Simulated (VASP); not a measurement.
# Ga (Fmmm) in VASP: single point with r2SCAN

Aim: the single point of Ga with r2SCAN.

Program: VASP 6.6.1. These are calculated values, not measurements. Logs are shortened: lines on timing, memory, paths and dates and some standing lists are left out, and cuts for length are marked.

## Step 1: The cell of the first run

The structure is orthorhombic, space group Fmmm (No. 69). The conventional cell has a = 3.921 Å, b = 4.021 Å, c = 4.458 Å, α = 90.00°, β = 90.00°, γ = 90.00°. Ga (site symmetry mmm) has 12 Ga at 2.81 to 3.00 Å within 3.7 Å.

## Step 2: Single point, r2SCAN (strain +0.0250 x Voigt [0, 0, 0, 0, 0, 1])

Input file POSCAR:

```
Ga
1.0
   -1.3864500000      1.3864500000      2.2290000000
    1.3864500000     -1.3864500000      2.2290000000
    1.4215500000      1.4215500000     -2.2290000000
Ga
1
Direct
    0.0000000000      0.0000000000      0.0000000000
```

Input file INCAR.step1:

```
ALGO = Normal
EDIFF = 1E-4
ENCUT = 520
GGA = PE
ISMEAR = 0
LASPH = T
LCHARG = F
LREAL = F
LWAVE = T
NBANDS = 12
NELM = 100
PREC = Accurate
SIGMA = 0.15
```

Input file INCAR.step2:

```
ALGO = Normal
EDIFF = 1E-6
ENCUT = 520
ISIF = 2
ISMEAR = 0
ISTART = 1
LASPH = T
LCHARG = T
LELF = T
LMIXTAU = T
LREAL = F
LVHAR = T
LWAVE = F
METAGGA = R2SCAN
NBANDS = 12
NELM = 100
PREC = Accurate
SIGMA = 0.15
```

Input file KPOINTS:

```
k-points
0
Gamma
  24 24 24
```

Potentials or basis: VASP PAW PBE potentials, release 64 (Ga_d).

The run is started by

```sh
$ cat potpaw_PBE.64/Ga_d/POTCAR > POTCAR
$ cp INCAR.step1 INCAR
$ mpirun -np 1 vasp_std > vasp.out
$ cp INCAR.step2 INCAR
$ mpirun -np 1 vasp_std > vasp.out
```

OUTCAR:

```text
EDIFF = 1E-6
   ENCUT = 520
   ISIF = 2
   ISMEAR = 0
   ISTART = 1
   LASPH = T
   LREAL = F
   METAGGA = R2SCAN
   NELM = 100
   PREC = Accurate

 ion  position               nearest neighbor table
   1  0.000  0.000  0.000-

  LATTYP: Found a face centered orthorhombic cell.
 ALAT       =     3.9214727871
 B/A-ratio  =     1.0253164557
 C/A-ratio  =     1.1368177830

  Lattice vectors:

 A1 = (   1.4215500000,   1.4215500000,   2.2290000000)
 A2 = (   1.3864500000,  -1.3864500000,   2.2290000000)
 A3 = (   2.8080000000,   0.0351000000,   0.0000000000)

Analysis of symmetry for initial positions (statically):
=====================================================================
 Subroutine PRICEL returns:
 Original cell was already a primitive cell.

 Routine SETGRP: Setting up the symmetry group for a
 face centered orthorhombic supercell.

 Subroutine GETGRP returns: Found  8 space group operations
 (whereof  8 operations were pure point group operations)
 out of a pool of  8 trial point group operations.

The static configuration has the point symmetry D_2h.

Analysis of symmetry for dynamics (positions and initial velocities):
=====================================================================
 Subroutine PRICEL returns:
 Original cell was already a primitive cell.

 Routine SETGRP: Setting up the symmetry group for a
 face centered orthorhombic supercell.

 Subroutine GETGRP returns: Found  8 space group operations
 (whereof  8 operations were pure point group operations)
 out of a pool of  8 trial point group operations.

The dynamic configuration has the point symmetry D_2h.

 Subroutine INISYM returns: Found  8 space group operations
 (whereof  8 operations are pure point group operations),
 and found     1 'primitive' translations

----------------------------------------------------------------------------------------

                                     Primitive cell

  volume of cell :      17.5726

  direct lattice vectors                    reciprocal lattice vectors
    -1.386450000  1.386450000  2.229000000    -0.004452263  0.356181009  0.224315837
     1.386450000 -1.386450000  2.229000000     0.356181009 -0.004452263  0.224315837
     1.421550000  1.421550000 -2.229000000     0.351728747  0.351728747  0.000000000

  length of vectors
     2.968657644  2.968657644  3.001674500     0.420954070  0.420954070  0.497419564

  position of ions in fractional coordinates (direct lattice)
     0.000000000  0.000000000  0.000000000

  ion indices of the primitive-cell ions
   primitive index   ion index
                 1           1

----------------------------------------------------------------------------------------

 KPOINTS: k-points

Automatic generation of k-mesh.
 Grid dimensions read from file:
 generate k-points for:   24   24   24

 Generating k-lattice:

  Cartesian coordinates                     Fractional coordinates (reciprocal lattice)
    -0.000185511  0.014840875  0.009346493     0.041666667 -0.000000000  0.000000000
     0.014840875 -0.000185511  0.009346493    -0.000000000  0.041666667  0.000000000
     0.014655364  0.014655364  0.000000000     0.000000000  0.000000000  0.041666667

  Length of vectors
     0.017539753  0.017539753  0.020725815

  Shift w.r.t. Gamma in fractional coordinates (k-lattice)
     0.000000000  0.000000000  0.000000000

 Subroutine IBZKPT returns following result:
 ===========================================

 Found   1963 irreducible k-points:

 Following reciprocal coordinates:
            Coordinates               Weight
  0.000000  0.000000  0.000000      1.000000
  0.041667  0.000000  0.000000      8.000000
  0.083333  0.000000  0.000000      8.000000
  0.125000  0.000000  0.000000      8.000000
  0.166667  0.000000 -0.000000      8.000000
  0.208333  0.000000  0.000000      8.000000
[... 16 lines left out ...]
  0.416667  0.041667  0.000000      8.000000
  0.458333  0.041667  0.000000      8.000000
 [... further k-points ...]
   k-points           NKPTS =   1963   k-points in BZ     NKDIM =   1963   number of bands    NBANDS=     12
   number of dos      NEDOS =    301   number of ions     NIONS =      1
   total plane-waves  NPLWV =  13824
   dimension x,y,z NGX =    24 NGY =   24 NGZ =   24
   dimension x,y,z NGXF=    48 NGYF=   48 NGZF=   48
   ions per type =               1
   NGX,Y,Z   is equivalent  to a cutoff of  13.44, 13.44, 13.29 a.u.
   NGXF,Y,Z  is equivalent  to a cutoff of  26.88, 26.88, 26.58 a.u.
 SYSTEM =  unknown system
   PREC   = accura    normal or accurate (medium, high low for compatibility)
   ISTART =      1    job   : 0-new  1-cont  2-samecut
   ICHARG =      0    charge: 1-file 2-atom 10-const
   ISPIN  =      1    spin polarized calculation?
   LNONCOLLINEAR =      F non collinear calculations
   LSORBIT =      F    spin-orbit coupling
   LASPH  =      T    aspherical Exc in radial PAW
   ENCUT  =  520.0 eV  38.22 Ry    6.18 a.u.   5.52  5.52  5.58*2*pi/ulx,y,z
   NELM   =    100;   NELMIN=  2; NELMDL=  0     # of ELM steps
   EDIFF  = 0.1E-05   stopping-criterion for ELM
   LREAL  =      F    real-space projection
   EDIFFG = 0.1E-04   stopping-criterion for IOM
   NSW    =      0    number of steps for IOM
   IBRION =     -1    ionic relax: 0-MD 1-quasi-New 2-CG
   NFREE  =      0    steps in history (QN), initial steepest desc. (CG)
   ISIF   =      2    stress and relaxation
   ISYM   =      2    0-nonsym 1-usesym 2-fastsym
   POTIM  = 0.5000    time-step for ionic-motion
   TEBEG  =    0.0;   TEEND  =   0.0 temperature during run
   PSTRESS=    0.0 pullay stress
   NELECT =      13.0000    total number of electrons
   NUPDOWN=      -1.0000    fix difference up-down
   EMIN   =  10.00;   EMAX   =-10.00  energy-range for DOS
   EFERMI =   0.00;   METHOD = LEGACY
   ISMEAR =     0;   SIGMA  =   0.15  broadening in eV -4-tet -1-fermi 0-gaus
   EFERMI_NEDOS =   21; number of points for ismear=-14 and -15
   IALGO  =     38    algorithm
   IMIX   =      4    mixing-type and parameters
     AMIX     =   0.40;   BMIX     =  1.00
     AMIX_MAG =   1.60;   BMIX_MAG =  1.00
  volume/ion in A,a.u.               =      17.57       118.59
  Fermi-wavevector in a.u.,A,eV,Ry     =   1.480621  2.797967 29.827203  2.192238
  Thomas-Fermi vector in A             =   2.594632
   LORBIT       =      0    0 simple, 1 ext, 2 COOP (PROOUT), +10 PAW based schemes
   METAGGA = R2SCAN    functional components
   LHFCALC =     F    Hartree Fock is set to
   AEXX    =    0.0000 exact exchange contribution
   IVDW    =     0    specifies the selected vdW correction
   LEPSILON=     F    determine dielectric tensor
   LRPA    =     F    only Hartree local field effects (RPA)
 non-spin polarized calculation
 Gauss-broadening in eV      SIGMA  =   0.15
  energy-cutoff  :      520.00
  volume of cell :       17.57
 maximum number of plane-waves:       486
 NGX is ok and might be reduce to    24
   NGX = 11   NGY = 11   NGZ = 11

 number of electron      12.9999996 magnetization

 Free energy of the ion-electron system (eV)
  ---------------------------------------------------
  ext. energy  EPLUGINS =         0.00000000
  ---------------------------------------------------
  free energy    TOTEN  =       -11.30938629 eV

  energy without entropy =      -11.30531115  energy(sigma->0) =      -11.30734872

 E-fermi :   6.1532     XC(G=0): -12.5936

 val. band max:        6.1512274046   @ k =  -0.2500   0.4167   0.4167
 cond. band min:       6.1565830086   @ k =  -0.4167   0.4167   0.3333
 fundamental gap:      0.0053556040
 Fermi energy:         6.1531583300

 k-point     1 :       0.0000    0.0000    0.0000
  band No.  band energies     occupation
      1      -9.4786      2.00000
      2      -9.3526      2.00000
      3      -9.3302      2.00000
      4      -9.3184      2.00000
      5      -9.1691      2.00000
      6      -6.0932      2.00000
      7      19.8798      0.00000
      8      19.9905      0.00000
      9      20.0513      0.00000
     10      23.2820      0.00000
     11      23.3831      0.00000
     12      23.9977      0.00000

 k-point     2 :       0.0417    0.0000    0.0000
  band No.  band energies     occupation
      1      -9.4758      2.00000
      2      -9.3519      2.00000
      3      -9.3296      2.00000
      4      -9.3176      2.00000
      5      -9.1705      2.00000
      6      -6.0435      2.00000
      7      19.2229      0.00000
      8      19.8235      0.00000
      9      19.8705      0.00000
     10      22.6601      0.00000
     11      23.6921      0.00000
     12      24.2239      0.00000

 k-point     3 :       0.0833    0.0000    0.0000
  band No.  band energies     occupation
      1      -9.4684      2.00000
      2      -9.3519      2.00000
      3      -9.3270      2.00000
      4      -9.3139      2.00000
      5      -9.1745      2.00000
      6      -5.8935      2.00000
      7      17.6180      0.00000
      8      19.3338      0.00000
      9      19.6821      0.00000
     10      22.2943      0.00000
     11      24.0222      0.00000
     12      24.6582      0.00000
[... 286 lines left out ...]
 k-point    23 :       0.4167    0.0417    0.0000
  band No.  band energies     occupation
      1      -9.4932      2.00000
      2      -9.4383      2.00000
      3      -9.3205      2.00000
      4      -9.1420      2.00000
      5      -9.1102      2.00000
      6      -0.6754      2.00000
      7       3.5979      2.00000
      8      15.4606      0.00000
      9      18.1265      0.00000
     10      19.8711      0.00000
     11      21.7727      0.00000
     12      23.5863      0.00000

 k-point    24 :       0.4583    0.0417    0.0000
  band No.  band energies     occupation
      1      -9.4999      2.00000
      2      -9.4405      2.00000
      3      -9.3243      2.00000
      4      -9.1385      2.00000
      5      -9.0958      2.00000
      6       0.3968      2.00000
      7       2.2882      2.00000
      8      15.2854      0.00000
      9      18.2229      0.00000
     10      19.8192      0.00000
     11      21.6571      0.00000
     12      23.7472      0.00000

 [... further k-points ...]

------------------------ aborting loop because EDIFF is reached ----------------------------------------

  FORCE on cell =-STRESS in cart. coord.  units (eV):
  Direction    XX          YY          ZZ          XY          YZ          ZX
  --------------------------------------------------------------------------------------
  -------------------------------------------------------------------------------------
  Total        0.1062589      0.1062589      0.1139557     -0.0343970     -0.0000000     -0.0000000
  in kB        9.6881171      9.6881171     10.3898737     -3.1361357     -0.0000000     -0.0000000
  external PRESSURE =       9.9220360 kB  Pullay stress =       0.0000000 kB

 VOLUME and BASIS-vectors are now :
 -----------------------------------------------------------------------------
  energy-cutoff  :      520.00
  volume of cell :       17.57
      direct lattice vectors                 reciprocal lattice vectors
    -1.386450000  1.386450000  2.229000000    -0.004452263  0.356181009  0.224315837
     1.386450000 -1.386450000  2.229000000     0.356181009 -0.004452263  0.224315837
     1.421550000  1.421550000 -2.229000000     0.351728747  0.351728747  0.000000000

 POSITION                                       TOTAL-FORCE (eV/Angst)
 -----------------------------------------------------------------------------------
      0.00000      0.00000      0.00000        -0.000000     -0.000000     -0.000000
 -----------------------------------------------------------------------------------
    total drift:                               -0.000000      0.000000      0.000000

  FREE ENERGIE OF THE ION-ELECTRON SYSTEM (eV)
  ---------------------------------------------------
  free  energy   TOTEN  =       -11.3093862907 eV

  energy  without entropy=      -11.3053111507  energy(sigma->0) =      -11.30734872
```

Run time: 27 min. Hardware: 1 thread of Intel Xeon 8259CL, shared host; peak memory 0.49 GiB.

Results:

```
Free energy            : -11.3094 eV
Pressure               : 1.0 GPa
Band gap on the k mesh : zero (an odd number of electrons rules out a gap without spin polarisation)
```

Stress tensor (GPa, compression positive):
```
 0.97 -0.31  0.00
-0.31  0.97  0.00
 0.00  0.00  1.04
```

Levels at points of the mesh, in eV from the Fermi level:
```tsv
k point	band 3	band 4	band 5	band 6	band 7	band 8	band 9	band 10
(0.00, 0.00, 0.00)	-15.48	-15.47	-15.32	-12.25	13.73	13.84	13.90	17.13
(0.50, 0.00, 0.00)	-15.48	-15.29	-15.24	-5.18	-4.59	9.25	12.58	13.47
(0.50, 0.50, 0.00)	-15.28	-15.28	-15.17	-2.33	-0.92	4.11	5.07	8.29
(0.00, 0.00, 0.50)	-15.29	-15.29	-15.17	-2.72	-1.52	4.52	5.66	8.70
(0.50, 0.50, 0.50)	-15.25	-15.25	-15.24	-3.99	-3.93	6.82	7.01	10.11
```

Caveat: the cell differs from its parent crystal (strain +0.0250 x Voigt [0, 0, 0, 0, 0, 1]); the PAW data sets were made with another functional, which shifts forces and pressure a little.
